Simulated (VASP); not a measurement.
# NaCl (Fm-3m) in VASP: settings compared

NaCl is run at these levels: revPBE, RPBE+D3(BJ); tasks: single point, relaxation of cell and atoms.

Program: VASP 6.6.1. These are calculated values, not measurements. Logs are shortened: lines on timing, memory, paths and dates and some standing lists are left out, and cuts for length are marked.

### Step 1. The cell of the first run

The structure is cubic, space group Fm-3m (No. 225). The conventional cell has a = 5.827 Å, b = 5.827 Å, c = 5.827 Å, α = 90.00°, β = 90.00°, γ = 90.00°. Within 3.8 Å of Cl (site symmetry m-3m) lie 6 Na at 2.91 Å. Within 3.8 Å of Na (site symmetry m-3m) lie 6 Cl at 2.91 Å.

### Step 2. Single point, revPBE

File INCAR:

```
SYSTEM = NaCl
PREC = Accurate
ENCUT = 520
EDIFF = 1E-6
ISMEAR = -1
SIGMA = 0.05
LREAL = .FALSE.
LASPH = .TRUE.
NELM = 80
ALGO = Normal
ISIF = 2
LWAVE = .FALSE.
LCHARG = .FALSE.
GGA = RE
NBANDS = 14
```

File KPOINTS:

```
regular mesh
0
G
  8 8 8
  0 0 0
```

File POSCAR:

```
NaCl
1.0
    0.0000000000      2.9133267711      2.9133267711
    2.9133267711      0.0000000000      2.9133267711
    2.9133267711      2.9133267711      0.0000000000
Cl Na
1 1
Direct
    0.5000000000      0.5000000000      0.5000000000
    0.0000000000      0.0000000000      0.0000000000
```

Potentials or basis: VASP PAW PBE potentials, release 64 (Cl, Na_pv).

On the command line:

```
> cat potpaw_PBE.64/Cl/POTCAR potpaw_PBE.64/Na_pv/POTCAR > POTCAR
> mpirun -np 1 vasp_std > vasp.out
```

OUTCAR:

```text
SYSTEM = NaCl
   PREC = Accurate
   ENCUT = 520
   EDIFF = 1E-6
   ISMEAR = -1
   LREAL = .FALSE.
   LASPH = .TRUE.
   NELM = 80
   ISIF = 2
   GGA = RE

 ion  position               nearest neighbor table
   1  0.500  0.500  0.500-
   2  0.000  0.000  0.000-

  LATTYP: Found a face centered cubic cell.
 ALAT       =     5.8266535422

  Lattice vectors:

 A1 = (   0.0000000000,   2.9133267711,   2.9133267711)
 A2 = (   2.9133267711,   0.0000000000,   2.9133267711)
 A3 = (   2.9133267711,   2.9133267711,   0.0000000000)

Analysis of symmetry for initial positions (statically):
=====================================================================
 Subroutine PRICEL returns:
 Original cell was already a primitive cell.

 Routine SETGRP: Setting up the symmetry group for a
 face centered cubic supercell.

 Subroutine GETGRP returns: Found 48 space group operations
 (whereof 48 operations were pure point group operations)
 out of a pool of 48 trial point group operations.

The static configuration has the point symmetry O_h .

Analysis of symmetry for dynamics (positions and initial velocities):
=====================================================================
 Subroutine PRICEL returns:
 Original cell was already a primitive cell.

 Routine SETGRP: Setting up the symmetry group for a
 face centered cubic supercell.

 Subroutine GETGRP returns: Found 48 space group operations
 (whereof 48 operations were pure point group operations)
 out of a pool of 48 trial point group operations.

The dynamic configuration has the point symmetry O_h .

 Subroutine INISYM returns: Found 48 space group operations
 (whereof 48 operations are pure point group operations),
 and found     1 'primitive' translations

----------------------------------------------------------------------------------------

                                     Primitive cell

  volume of cell :      49.4536

  direct lattice vectors                    reciprocal lattice vectors
     0.000000000  2.913326771  2.913326771    -0.171625101  0.171625101  0.171625101
     2.913326771  0.000000000  2.913326771     0.171625101 -0.171625101  0.171625101
     2.913326771  2.913326771  0.000000000     0.171625101  0.171625101 -0.171625101

  length of vectors
     4.120066231  4.120066231  4.120066231     0.297263394  0.297263394  0.297263394

  position of ions in fractional coordinates (direct lattice)
     0.500000000  0.500000000  0.500000000
     0.000000000  0.000000000  0.000000000

  ion indices of the primitive-cell ions
   primitive index   ion index
                 1           1
                 2           2

----------------------------------------------------------------------------------------

 KPOINTS: regular mesh

Automatic generation of k-mesh.
 Grid dimensions read from file:
 generate k-points for:    8    8    8

 Generating k-lattice:

  Cartesian coordinates                     Fractional coordinates (reciprocal lattice)
    -0.021453138  0.021453138  0.021453138     0.125000000  0.000000000  0.000000000
     0.021453138 -0.021453138  0.021453138     0.000000000  0.125000000  0.000000000
     0.021453138  0.021453138 -0.021453138     0.000000000  0.000000000  0.125000000

  Length of vectors
     0.037157924  0.037157924  0.037157924

  Shift w.r.t. Gamma in fractional coordinates (k-lattice)
     0.000000000  0.000000000  0.000000000

 Subroutine IBZKPT returns following result:
 ===========================================

 Found     29 irreducible k-points:

 Following reciprocal coordinates:
            Coordinates               Weight
  0.000000  0.000000  0.000000      1.000000
  0.125000  0.000000  0.000000      8.000000
  0.250000  0.000000  0.000000      8.000000
  0.375000  0.000000  0.000000      8.000000
  0.500000  0.000000  0.000000      4.000000
  0.125000  0.125000  0.000000      6.000000
[... 16 lines left out ...]
  0.500000  0.250000  0.125000     48.000000
 -0.375000  0.250000  0.125000     24.000000
 [... further k-points ...]
   k-points           NKPTS =     29   k-points in BZ     NKDIM =     29   number of bands    NBANDS=     14
   number of dos      NEDOS =    301   number of ions     NIONS =      2
   total plane-waves  NPLWV =  32768
   dimension x,y,z NGX =    32 NGY =   32 NGZ =   32
   dimension x,y,z NGXF=    64 NGYF=   64 NGZF=   64
   ions per type =               1   1
   NGX,Y,Z   is equivalent  to a cutoff of  12.91, 12.91, 12.91 a.u.
   NGXF,Y,Z  is equivalent  to a cutoff of  25.82, 25.82, 25.82 a.u.
 SYSTEM =  NaCl
   PREC   = accura    normal or accurate (medium, high low for compatibility)
   ISTART =      0    job   : 0-new  1-cont  2-samecut
   ICHARG =      2    charge: 1-file 2-atom 10-const
   ISPIN  =      1    spin polarized calculation?
   LNONCOLLINEAR =      F non collinear calculations
   LSORBIT =      F    spin-orbit coupling
   LASPH  =      T    aspherical Exc in radial PAW
   ENCUT  =  520.0 eV  38.22 Ry    6.18 a.u.   7.66  7.66  7.66*2*pi/ulx,y,z
   NELM   =     80;   NELMIN=  2; NELMDL= -5     # of ELM steps
   EDIFF  = 0.1E-05   stopping-criterion for ELM
   LREAL  =      F    real-space projection
   EDIFFG = 0.1E-04   stopping-criterion for IOM
   NSW    =      0    number of steps for IOM
   IBRION =     -1    ionic relax: 0-MD 1-quasi-New 2-CG
   NFREE  =      0    steps in history (QN), initial steepest desc. (CG)
   ISIF   =      2    stress and relaxation
   ISYM   =      2    0-nonsym 1-usesym 2-fastsym
   POTIM  = 0.5000    time-step for ionic-motion
   TEBEG  =    0.0;   TEEND  =   0.0 temperature during run
   PSTRESS=    0.0 pullay stress
   NELECT =      14.0000    total number of electrons
   NUPDOWN=      -1.0000    fix difference up-down
   EMIN   =  10.00;   EMAX   =-10.00  energy-range for DOS
   EFERMI =   0.00;   METHOD = LEGACY
   ISMEAR =    -1;   SIGMA  =   0.05  broadening in eV -4-tet -1-fermi 0-gaus
   EFERMI_NEDOS =   21; number of points for ismear=-14 and -15
   IALGO  =     38    algorithm
   IMIX   =      4    mixing-type and parameters
     AMIX     =   0.40;   BMIX     =  1.00
     AMIX_MAG =   1.60;   BMIX_MAG =  1.00
  volume/ion in A,a.u.               =      24.73       166.86
  Fermi-wavevector in a.u.,A,eV,Ry     =   1.074942  2.031346 15.721532  1.155500
  Thomas-Fermi vector in A             =   2.210784
   LORBIT       =      0    0 simple, 1 ext, 2 COOP (PROOUT), +10 PAW based schemes
   GGA     = RE    functional components
   LHFCALC =     F    Hartree Fock is set to
   AEXX    =    0.0000 exact exchange contribution
   IVDW    =     0    specifies the selected vdW correction
   LEPSILON=     F    determine dielectric tensor
   LRPA    =     F    only Hartree local field effects (RPA)
 non-spin polarized calculation
  energy-cutoff  :      520.00
  volume of cell :       49.45
 maximum number of plane-waves:      1363
   NGX = 15   NGY = 15   NGZ = 15

 number of electron      13.9999997 magnetization

 Free energy of the ion-electron system (eV)
  ---------------------------------------------------
  ext. energy  EPLUGINS =         0.00000000
  ---------------------------------------------------
  free energy    TOTEN  =        -6.45806273 eV

  energy without entropy =       -6.45806273  energy(sigma->0) =       -6.45806273

 E-fermi :   0.0257     XC(G=0):  -7.4535

 val. band max:       -1.1479932398   @ k =   0.0000   0.0000   0.0000
 cond. band min:       3.8914393711   @ k =   0.0000   0.0000   0.0000
 fundamental gap:      5.0394326109
 Fermi energy:         0.0257163027

 k-point     1 :       0.0000    0.0000    0.0000
  band No.  band energies     occupation
      1     -22.2014      2.00000
      2     -22.2014      2.00000
      3     -22.2014      2.00000
      4     -13.5967      2.00000
      5      -1.1480      2.00000
      6      -1.1480      2.00000
      7      -1.1480      2.00000
      8       3.8914      0.00000
      9      10.0064      0.00000
     10      10.0064      0.00000
     11      10.0065      0.00000
     12      11.9922      0.00000
     13      11.9922      0.00000
     14      13.6437      0.00000

 k-point     2 :       0.1250    0.0000    0.0000
  band No.  band energies     occupation
      1     -22.2040      2.00000
      2     -22.2016      2.00000
      3     -22.2016      2.00000
      4     -13.5623      2.00000
      5      -1.4479      2.00000
      6      -1.1801      2.00000
      7      -1.1801      2.00000
      8       4.3355      0.00000
      9       9.4802      0.00000
     10      10.1730      0.00000
     11      10.1730      0.00000
     12      11.7176      0.00000
     13      11.7176      0.00000
     14      14.3964      0.00000

 k-point     3 :       0.2500    0.0000    0.0000
  band No.  band energies     occupation
      1     -22.2102      2.00000
      2     -22.2021      2.00000
      3     -22.2021      2.00000
      4     -13.4776      2.00000
      5      -2.0509      2.00000
      6      -1.2556      2.00000
      7      -1.2556      2.00000
      8       5.2777      0.00000
      9       8.8325      0.00000
     10      10.1968      0.00000
     11      10.1968      0.00000
     12      11.9182      0.00000
     13      11.9182      0.00000
     14      14.0064      0.00000
[... 324 lines left out ...]
 k-point    23 :       0.5000    0.2500    0.1250
  band No.  band energies     occupation
      1     -22.2142      2.00000
      2     -22.2062      2.00000
      3     -22.2037      2.00000
      4     -13.3553      2.00000
      5      -2.4144      2.00000
      6      -1.7045      2.00000
      7      -1.4365      2.00000
      8       6.8636      0.00000
      9       8.2935      0.00000
     10       8.7617      0.00000
     11      10.5703      0.00000
     12      12.3249      0.00000
     13      14.4416      0.00000
     14      14.9051      0.00000

 k-point    24 :      -0.3750    0.2500    0.1250
  band No.  band energies     occupation
      1     -22.2155      2.00000
      2     -22.2065      2.00000
      3     -22.2042      2.00000
      4     -13.3276      2.00000
      5      -2.5109      2.00000
      6      -1.7671      2.00000
      7      -1.4805      2.00000
      8       7.1579      0.00000
      9       8.1564      0.00000
     10       8.9719      0.00000
     11      10.4012      0.00000
     12      12.8716      0.00000
     13      14.0168      0.00000
     14      14.9891      0.00000

 [... further k-points ...]

------------------------ aborting loop because EDIFF is reached ----------------------------------------

  FORCE on cell =-STRESS in cart. coord.  units (eV):
  Direction    XX          YY          ZZ          XY          YZ          ZX
  --------------------------------------------------------------------------------------
  -------------------------------------------------------------------------------------
  Total       -0.0124714     -0.0124714     -0.0124714     -0.0000000     -0.0000000      0.0000000
  in kB       -0.4040446     -0.4040446     -0.4040446     -0.0000000     -0.0000000      0.0000000
  external PRESSURE =      -0.4040446 kB  Pullay stress =       0.0000000 kB

 VOLUME and BASIS-vectors are now :
 -----------------------------------------------------------------------------
  energy-cutoff  :      520.00
  volume of cell :       49.45
      direct lattice vectors                 reciprocal lattice vectors
     0.000000000  2.913326771  2.913326771    -0.171625101  0.171625101  0.171625101
     2.913326771  0.000000000  2.913326771     0.171625101 -0.171625101  0.171625101
     2.913326771  2.913326771  0.000000000     0.171625101  0.171625101 -0.171625101

 POSITION                                       TOTAL-FORCE (eV/Angst)
 -----------------------------------------------------------------------------------
      2.91333      2.91333      2.91333        -0.000000     -0.000000     -0.000000
      0.00000      0.00000      0.00000         0.000000      0.000000      0.000000
 -----------------------------------------------------------------------------------
    total drift:                                0.000000     -0.000000     -0.000000

  FREE ENERGIE OF THE ION-ELECTRON SYSTEM (eV)
  ---------------------------------------------------
  free  energy   TOTEN  =        -6.4580627257 eV

  energy  without entropy=       -6.4580627257  energy(sigma->0) =       -6.45806273
```

Wall time 18 s (1 thread of Intel Xeon Platinum 8259CL at 2.50GHz (Skylake/Cascade Lake), shared host); peak memory 0.17 GiB.

Results:

```
Free energy            : -6.4581 eV
Pressure               : 0.0 GPa
Band gap on the k mesh : 5.04 eV, direct
```

Caveat: the PAW data sets were made with another functional, which shifts forces and pressure a little.

### Step 3. Relaxation of cell and atoms, RPBE+D3(BJ)

This run uses another cell than the first one, of 21.81 Å³/atom, 0.882 times its volume.

File INCAR:

```
ALGO = Normal ; EDIFF = 1E-6
EDIFFG = -0.01 ; ENCUT = 600
GGA = RP ; IBRION = 2
ISIF = 3 ; ISMEAR = -1
IVDW = 12 ; LASPH = T
LCHARG = F ; LREAL = F
LWAVE = F ; NELM = 60
NSW = 80 ; PREC = Accurate
SIGMA = 0.05
```

File KPOINTS:

```
k-points
0
Gamma
  8 8 8
```

File POSCAR:

```
NaCl
1.0
    0.0000000000      2.7940632177      2.7940632177
    2.7940632177      0.0000000000      2.7940632177
    2.7940632177      2.7940632177      0.0000000000
Cl Na
1 1
Direct
    0.5000000000      0.5000000000      0.5000000000
    0.0000000000      0.0000000000      0.0000000000
```

Potentials or basis: VASP PAW PBE potentials, release 64 (Cl, Na_pv).

On the command line:

```
> cat potpaw_PBE.64/Cl/POTCAR potpaw_PBE.64/Na_pv/POTCAR > POTCAR
> mpirun -np 1 vasp_std > vasp.out
```

OUTCAR:

```text
EDIFF = 1E-6
   EDIFFG = -0.01
   ENCUT = 600
   GGA = RP
   IBRION = 2
   ISIF = 3
   ISMEAR = -1
   IVDW = 12
   LASPH = T
   LREAL = F
   NELM = 60
   NSW = 80
   PREC = Accurate
 IVDW          = 12

 ion  position               nearest neighbor table
   1  0.500  0.500  0.500-
   2  0.000  0.000  0.000-

  LATTYP: Found a face centered cubic cell.
 ALAT       =     5.5881264354

  Lattice vectors:

 A1 = (   0.0000000000,   2.7940632177,   2.7940632177)
 A2 = (   2.7940632177,   0.0000000000,   2.7940632177)
 A3 = (   2.7940632177,   2.7940632177,   0.0000000000)

Analysis of symmetry for initial positions (statically):
=====================================================================
 Subroutine PRICEL returns:
[... 221 lines left out ...]
  band No.  band energies     occupation
      1     -20.2207      2.00000
      2     -20.2207      2.00000
      3     -20.2207      2.00000
      4     -12.6817      2.00000
      5       0.3538      2.00000
      6       0.3538      2.00000
      7       0.3538      2.00000
      8       6.4313      0.00000
      9      11.7423      0.00000
     10      11.7423      0.00000
     11      11.7423      0.00000
[... 401 lines left out ...]
--------------------------------------- Ionic step        4  -------------------------------------------

 number of electron      13.9999995 magnetization

 Free energy of the ion-electron system (eV)
  ---------------------------------------------------
  ext. energy  EPLUGINS =         0.00000000
  ---------------------------------------------------
  free energy    TOTEN  =        -6.00512669 eV

  energy without entropy =       -6.00512669  energy(sigma->0) =       -6.00512669

 E-fermi :   1.9417     XC(G=0):  -8.8834

 val. band max:        0.9433284355   @ k =   0.0000   0.0000   0.0000
 cond. band min:       7.4143301226   @ k =   0.0000   0.0000   0.0000
 fundamental gap:      6.4710016871
 Fermi energy:         1.9417068643

 k-point     1 :       0.0000    0.0000    0.0000
  band No.  band energies     occupation
      1     -19.5380      2.00000
      2     -19.5380      2.00000
      3     -19.5380      2.00000
      4     -12.3469      2.00000
      5       0.9433      2.00000
      6       0.9433      2.00000
      7       0.9433      2.00000
      8       7.4143      0.00000
      9      12.3470      0.00000
     10      12.3470      0.00000
     11      12.3470      0.00000
[... 355 lines left out ...]
  FREE ENERGIE OF THE ION-ELECTRON SYSTEM (eV)
  ---------------------------------------------------
  free  energy   TOTEN  =        -8.4198142967 eV

  energy  without entropy=       -8.4198142966  energy(sigma->0) =       -8.41981430

 reached required accuracy - stopping structural energy minimisation
```

OSZICAR:

```text
N       E                     dE             d eps       ncg     rms          rms(c)
DAV:   1     0.100984252546E+03    0.10098E+03   -0.78875E+03   638   0.141E+03
DAV:   2     0.215598821763E+01   -0.98828E+02   -0.91407E+02   710   0.298E+02
DAV:   3    -0.639205975705E+01   -0.85480E+01   -0.84935E+01   755   0.847E+01
[... 35 lines left out ...]
DAV:   2    -0.600665929318E+01    0.67191E-02   -0.93547E-03   704   0.121E+00    0.261E-01
DAV:   3    -0.600521413546E+01    0.14452E-02   -0.34614E-03   722   0.716E-01    0.139E-01
DAV:   4    -0.600513078095E+01    0.83355E-04   -0.10233E-04   890   0.117E-01    0.140E-02
DAV:   5    -0.600512631382E+01    0.44671E-05   -0.17017E-05   686   0.352E-02    0.917E-03
DAV:   6    -0.600512669253E+01   -0.37871E-06   -0.63694E-07   358   0.131E-02
   4 F= -.84198143E+01 E0= -.84198143E+01  d E =-.180813E+00
```

Wall time 36 s (1 thread of Intel Xeon Platinum 8259CL at 2.50GHz (Skylake/Cascade Lake), shared host); peak memory 0.18 GiB.

Results:

- Free energy: -8.4198 eV
- Relaxed volume: 17.84 Å³/atom
- Relaxed cell: a = 3.695 Å, b = 3.695 Å, c = 3.695 Å, α = 60.00°, β = 60.00°, γ = 60.00°
- Space group after relaxing (to 0.05 Å): Fm-3m (No. 225)
- Energy gained by relaxing: 90.4 meV/atom
- Ionic steps: 4
- Pressure after relaxing: 0.1 GPa
- Band gap on the k mesh: 6.47 eV, direct
- Dispersion energy per atom: -1.207 eV

The path:
```tsv
step	energy change (eV)	largest force (eV/Å)	pressure (GPa)	volume (Å³)
1	0.0000	0.0000	-6.08	43.63
2	-0.1505	0.0000	-3.12	38.60
3	-0.1804	0.0000	-0.43	36.04
4	-0.1808	0.0000	0.08	35.67
```

Final structure:
```
CELL_PARAMETERS angstrom
0.00000 2.61281 2.61281
2.61281 0.00000 2.61281
2.61281 2.61281 0.00000
ATOMIC_POSITIONS crystal
Cl 0.50000 0.50000 0.50000
Na 0.00000 0.00000 0.00000
```

Levels at points of the mesh, in eV from the valence-band top:
| k point | band 5 | band 6 | band 7 | band 8 | band 9 | band 10 |
| --- | --- | --- | --- | --- | --- | --- |
| (0.00, 0.00, 0.00) | 0.00 | 0.00 | 0.00 | 6.47 | 11.40 | 11.40 |
| (0.50, 0.00, 0.00) | -2.66 | -0.42 | -0.42 | 7.89 | 11.64 | 11.64 |
| (0.50, 0.50, 0.00) | -2.29 | -0.83 | -0.83 | 7.96 | 8.44 | 13.38 |

Caveat: the volume moved by over 15 % at a fixed basis, so the end points are rough; the PAW data sets were made with another functional, which shifts forces and pressure a little. As with any semilocal functional, this RPBE gap is likely too small.
